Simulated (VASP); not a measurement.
# Ir (P6_3/mmc) in VASP: single point with LDA

Aim: the single point of Ir with LDA.

All numbers are computed with VASP 6.6.1; they aren't measurements. Logs are shortened: lines on timing, memory, paths and dates and some standing lists are left out, and cuts for length are marked.

### 1 The cell of the first run

It takes space group P6_3/mmc (No. 194, hexagonal). Conventional cell: a = 2.705 Å, b = 2.705 Å, c = 4.240 Å, α = 90.00°, β = 90.00°, γ = 120.00°. Ir (site symmetry -6m2) has 12 Ir at 2.63 to 2.71 Å within 3.5 Å.

This isn't the form of Ir at room conditions, which is fcc.

### 2 Single point, LDA

The input, INCAR:

```
SYSTEM = Ir
PREC = Accurate ; ENCUT = 560
EDIFF = 1E-6 ; ISMEAR = 0
SIGMA = 0.15 ; LREAL = .False.
LASPH = .True. ; NELM = 120
ALGO = Normal ; ISIF = 2
LWAVE = .False. ; LCHARG = .False.
NBANDS = 24 ; GGA_COMPAT = .False.
```

The input, KPOINTS:

```
Automatic mesh
0
Gamma
  18 18 10
  0 0 0
```

The input, POSCAR:

```
Ir
1.0
    2.7052421931      0.0000000000      0.0000000000
   -1.3526210966      2.3428084626      0.0000000000
    0.0000000000      0.0000000000      4.2400000000
Ir
2
Direct
    0.6666666667      0.3333333333      0.7500000000
    0.3333333333      0.6666666667      0.2500000000
```

Potentials or basis: VASP PAW LDA potentials, release 64 (Ir_sv_GW).

Run with:

```bash
cat potpaw_LDA.64/Ir_sv_GW/POTCAR > POTCAR
mpirun -np 1 vasp_std > vasp.out
```

OUTCAR:

```text
SYSTEM = Ir
   PREC = Accurate
   ENCUT = 560
   EDIFF = 1E-6
   ISMEAR = 0
   LREAL = .False.
   LASPH = .True.
   NELM = 120
   ISIF = 2

 ion  position               nearest neighbor table
   1  0.667  0.333  0.750-   2 2.63   2 2.63   2 2.63   2 2.63   2 2.63   2 2.63
   2  0.333  0.667  0.250-   1 2.63   1 2.63   1 2.63   1 2.63   1 2.63   1 2.63

  LATTYP: Found a hexagonal cell.
 ALAT       =     2.7052421931
 C/A-ratio  =     1.5673273213

  Lattice vectors:

 A1 = (   2.7052421931,   0.0000000000,   0.0000000000)
 A2 = (  -1.3526210966,   2.3428084626,   0.0000000000)
 A3 = (   0.0000000000,   0.0000000000,   4.2400000000)

Analysis of symmetry for initial positions (statically):
=====================================================================
 Subroutine PRICEL returns:
 Original cell was already a primitive cell.

 Routine SETGRP: Setting up the symmetry group for a
 hexagonal supercell.

 Subroutine GETGRP returns: Found 24 space group operations
 (whereof 12 operations were pure point group operations)
 out of a pool of 24 trial point group operations.

The static configuration has the point symmetry D_3d.
 The point group associated with its full space group is D_6h.

Analysis of symmetry for dynamics (positions and initial velocities):
=====================================================================
 Subroutine PRICEL returns:
 Original cell was already a primitive cell.

 Routine SETGRP: Setting up the symmetry group for a
 hexagonal supercell.

 Subroutine GETGRP returns: Found 24 space group operations
 (whereof 12 operations were pure point group operations)
 out of a pool of 24 trial point group operations.

The dynamic configuration has the point symmetry D_3d.
 The point group associated with its full space group is D_6h.

 Subroutine INISYM returns: Found 24 space group operations
 (whereof 12 operations are pure point group operations),
 and found     1 'primitive' translations

----------------------------------------------------------------------------------------

                                     Primitive cell

  volume of cell :      26.8725

  direct lattice vectors                    reciprocal lattice vectors
     2.705242193  0.000000000  0.000000000     0.369652670  0.213419069  0.000000000
    -1.352621097  2.342808463  0.000000000     0.000000000  0.426838137  0.000000000
     0.000000000  0.000000000  4.240000000     0.000000000  0.000000000  0.235849057

  length of vectors
     2.705242193  2.705242193  4.240000000     0.426838137  0.426838137  0.235849057

  position of ions in fractional coordinates (direct lattice)
     0.666666667  0.333333333  0.750000000
     0.333333333  0.666666667  0.250000000

  ion indices of the primitive-cell ions
   primitive index   ion index
                 1           1
                 2           2

----------------------------------------------------------------------------------------

 KPOINTS: Automatic mesh

Automatic generation of k-mesh.
 Grid dimensions read from file:
 generate k-points for:   18   18   10

 Generating k-lattice:

  Cartesian coordinates                     Fractional coordinates (reciprocal lattice)
     0.020536259  0.011856615  0.000000000     0.055555556  0.000000000  0.000000000
     0.000000000  0.023713230  0.000000000     0.000000000  0.055555556  0.000000000
     0.000000000  0.000000000  0.023584906     0.000000000  0.000000000  0.100000000

  Length of vectors
     0.023713230  0.023713230  0.023584906

  Shift w.r.t. Gamma in fractional coordinates (k-lattice)
     0.000000000  0.000000000  0.000000000

 Subroutine IBZKPT returns following result:
 ===========================================

 Found    222 irreducible k-points:

 Following reciprocal coordinates:
            Coordinates               Weight
  0.000000  0.000000  0.000000      1.000000
  0.055556  0.000000  0.000000      6.000000
  0.111111  0.000000  0.000000      6.000000
  0.166667 -0.000000  0.000000      6.000000
  0.222222  0.000000  0.000000      6.000000
  0.277778  0.000000  0.000000      6.000000
[... 16 lines left out ...]
  0.333333  0.111111  0.000000     12.000000
  0.388889  0.111111  0.000000     12.000000
 [... further k-points ...]
   k-points           NKPTS =    222   k-points in BZ     NKDIM =    222   number of bands    NBANDS=     24
   number of dos      NEDOS =    301   number of ions     NIONS =      2
   total plane-waves  NPLWV =  20736
   dimension x,y,z NGX =    24 NGY =   24 NGZ =   36
   dimension x,y,z NGXF=    48 NGYF=   48 NGZF=   72
   ions per type =               2
   NGX,Y,Z   is equivalent  to a cutoff of  14.75, 14.75, 14.12 a.u.
   NGXF,Y,Z  is equivalent  to a cutoff of  29.50, 29.50, 28.23 a.u.
 SYSTEM =  Ir
   PREC   = accura    normal or accurate (medium, high low for compatibility)
   ISTART =      0    job   : 0-new  1-cont  2-samecut
   ICHARG =      2    charge: 1-file 2-atom 10-const
   ISPIN  =      1    spin polarized calculation?
   LNONCOLLINEAR =      F non collinear calculations
   LSORBIT =      F    spin-orbit coupling
   LASPH  =      T    aspherical Exc in radial PAW
   ENCUT  =  560.0 eV  41.16 Ry    6.42 a.u.   5.22  5.22  8.18*2*pi/ulx,y,z
   NELM   =    120;   NELMIN=  2; NELMDL= -5     # of ELM steps
   EDIFF  = 0.1E-05   stopping-criterion for ELM
   LREAL  =      F    real-space projection
[... 7 lines left out ...]
   TEBEG  =    0.0;   TEEND  =   0.0 temperature during run
   PSTRESS=    0.0 pullay stress
   NELECT =      34.0000    total number of electrons
   NUPDOWN=      -1.0000    fix difference up-down
   EMIN   =  10.00;   EMAX   =-10.00  energy-range for DOS
   EFERMI =   0.00;   METHOD = LEGACY
   ISMEAR =     0;   SIGMA  =   0.15  broadening in eV -4-tet -1-fermi 0-gaus
   EFERMI_NEDOS =   21; number of points for ismear=-14 and -15
   IALGO  =     38    algorithm
   IMIX   =      4    mixing-type and parameters
     AMIX     =   0.40;   BMIX     =  1.00
     AMIX_MAG =   1.60;   BMIX_MAG =  1.00
  volume/ion in A,a.u.               =      13.44        90.67
  Fermi-wavevector in a.u.,A,eV,Ry     =   1.770645  3.346034 42.656772  3.135184
  Thomas-Fermi vector in A             =   2.837394
   LORBIT       =      0    0 simple, 1 ext, 2 COOP (PROOUT), +10 PAW based schemes
   GGA     = CA    functional components
   LHFCALC =     F    Hartree Fock is set to
   AEXX    =    0.0000 exact exchange contribution
   IVDW    =     0    specifies the selected vdW correction
   LEPSILON=     F    determine dielectric tensor
   LRPA    =     F    only Hartree local field effects (RPA)
 non-spin polarized calculation
 Gauss-broadening in eV      SIGMA  =   0.15
  energy-cutoff  :      560.00
  volume of cell :       26.87
 maximum number of plane-waves:       823
 NGX is ok and might be reduce to    24
   NGX = 11   NGY = 11   NGZ = 17

 number of electron      34.0000000 magnetization

 Free energy of the ion-electron system (eV)
  ---------------------------------------------------
  ext. energy  EPLUGINS =         0.00000000
  ---------------------------------------------------
  free energy    TOTEN  =       -21.58402719 eV

  energy without entropy =      -21.55978098  energy(sigma->0) =      -21.57190408

 E-fermi :  13.8740     XC(G=0): -15.1125

 val. band max:       13.8697433961   @ k =   0.2778   0.0000   0.4000
 cond. band min:      13.8823267568   @ k =   0.2222   0.1667   0.4000
 fundamental gap:      0.0125833607
 Fermi energy:        13.8739595739

 k-point     1 :       0.0000    0.0000    0.0000
  band No.  band energies     occupation
      1     -78.9815      2.00000
      2     -78.8794      2.00000
      3     -36.6302      2.00000
      4     -35.7639      2.00000
      5     -35.7639      2.00000
      6     -35.5955      2.00000
[... 16 lines left out ...]
     23      29.8741      0.00000
     24      30.9234      0.00000

 k-point     2 :       0.0556    0.0000    0.0000
  band No.  band energies     occupation
      1     -78.9796      2.00000
      2     -78.8786      2.00000
      3     -36.6209      2.00000
      4     -35.7828      2.00000
      5     -35.7705      2.00000
      6     -35.6161      2.00000
[... 16 lines left out ...]
     23      30.0277      0.00000
     24      31.1269      0.00000

 k-point     3 :       0.1111    0.0000    0.0000
  band No.  band energies     occupation
      1     -78.9738      2.00000
      2     -78.8769      2.00000
      3     -36.5932      2.00000
      4     -35.8392      2.00000
      5     -35.7899      2.00000
      6     -35.6748      2.00000
[... 16 lines left out ...]
     23      30.4298      0.00000
     24      31.6795      0.00000

 k-point     4 :       0.1667   -0.0000    0.0000
  band No.  band energies     occupation
      1     -78.9638      2.00000
      2     -78.8742      2.00000
      3     -36.5490      2.00000
      4     -35.9243      2.00000
      5     -35.8190      2.00000
      6     -35.7624      2.00000
[... 16 lines left out ...]
     23      30.6516      0.00000
     24      31.5717      0.00000

 k-point     5 :       0.2222    0.0000    0.0000
  band No.  band energies     occupation
      1     -78.9521      2.00000
      2     -78.8707      2.00000
      3     -36.4905      2.00000
      4     -36.0289      2.00000
      5     -35.8690      2.00000
      6     -35.8531      2.00000
[... 451 lines left out ...]
 k-point    22 :       0.2778    0.1111    0.0000
  band No.  band energies     occupation
      1     -78.9210      2.00000
      2     -78.8657      2.00000
      3     -36.3263      2.00000
      4     -36.2332      2.00000
      5     -36.1107      2.00000
      6     -35.9282      2.00000
[... 16 lines left out ...]
     23      25.9529      0.00000
     24      28.5503      0.00000

 k-point    23 :       0.3333    0.1111    0.0000
  band No.  band energies     occupation
      1     -78.9092      2.00000
      2     -78.8654      2.00000
      3     -36.3133      2.00000
      4     -36.2552      2.00000
      5     -36.1633      2.00000
      6     -35.9714      2.00000
[... 16 lines left out ...]
     23      24.6293      0.00000
     24      28.0318      0.00000

 k-point    24 :       0.3889    0.1111    0.0000
  band No.  band energies     occupation
      1     -78.9007      2.00000
      2     -78.8666      2.00000
      3     -36.3659      2.00000
      4     -36.1981      2.00000
      5     -36.1976      2.00000
      6     -35.9992      2.00000
[... 16 lines left out ...]
     23      25.2805      0.00000
     24      27.5821      0.00000

 [... further k-points ...]

------------------------ aborting loop because EDIFF is reached ----------------------------------------

  FORCE on cell =-STRESS in cart. coord.  units (eV):
  Direction    XX          YY          ZZ          XY          YZ          ZX
  --------------------------------------------------------------------------------------
  -------------------------------------------------------------------------------------
  Total        1.6301754      1.6301754      4.5284933     -0.0000000     -0.0000000      0.0000000
  in kB       97.1932552     97.1932552    269.9948744     -0.0000000     -0.0000000      0.0000000
  external PRESSURE =     154.7937950 kB  Pullay stress =       0.0000000 kB

 VOLUME and BASIS-vectors are now :
 -----------------------------------------------------------------------------
  energy-cutoff  :      560.00
  volume of cell :       26.87
      direct lattice vectors                 reciprocal lattice vectors
     2.705242193  0.000000000  0.000000000     0.369652670  0.213419069  0.000000000
    -1.352621097  2.342808463  0.000000000     0.000000000  0.426838137  0.000000000
     0.000000000  0.000000000  4.240000000     0.000000000  0.000000000  0.235849057

 POSITION                                       TOTAL-FORCE (eV/Angst)
 -----------------------------------------------------------------------------------
      1.35262      0.78094      3.18000        -0.000000     -0.000000      0.000000
     -0.00000      1.56187      1.06000         0.000000      0.000000      0.000000
 -----------------------------------------------------------------------------------
    total drift:                               -0.000001      0.000000     -0.000000

  FREE ENERGIE OF THE ION-ELECTRON SYSTEM (eV)
  ---------------------------------------------------
  free  energy   TOTEN  =       -21.5840271857 eV

  energy  without entropy=      -21.5597809831  energy(sigma->0) =      -21.57190408
```

It took 1.7 min on 1 thread of Intel Xeon Platinum 8375C at 2.90GHz (Ice Lake), shared host; peak memory 0.25 GiB.

Results:

```
Free energy            : -21.5840 eV
Pressure               : 15.5 GPa
Band gap on the k mesh : zero (bands 17 and 18 overlap by 3.66 eV)
```

Stress tensor (GPa, compression positive):
```
 9.72  0.00  0.00
 0.00  9.72  0.00
 0.00  0.00 27.00
```

Caveat: the stress differs along the axes, from 10 to 27 GPa; spin-orbit coupling is left out, which moves the levels of the heavy elements.
